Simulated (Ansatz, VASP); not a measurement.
P: VASP beside Ansatz

```
CELL_PARAMETERS angstrom
0.00000 2.84257 2.84257
2.84257 0.00000 2.84257
2.84257 2.84257 0.00000
ATOMIC_POSITIONS crystal
P 0.12500 0.12500 0.12500
P 0.87500 0.87500 0.87500
```

Alike in both runs: task single point; functional RPBE; k mesh 11 × 11 × 11; occupations fermi-dirac, width 0.1 eV; no spin polarisation.

|  | VASP | Ansatz |
| --- | --- | --- |
| version | VASP 6.6.1 | Ansatz 0.2.0 |
| potentials or method | VASP PAW PBE potentials, release 64 (P), cutoff 520 eV | plane waves (420 eV) with PAW, scalar-relativistic |
| valence electrons in the cell | 10 | 10 |

|  | VASP | Ansatz | Ansatz less VASP |
| --- | --- | --- | --- |
| pressure (GPa) | -3.0 | -2.8 | +0.24 |

VASP's potentials were made for PBE, not for RPBE. The functional is the same, so the differences come from potentials, cutoffs and numerics.
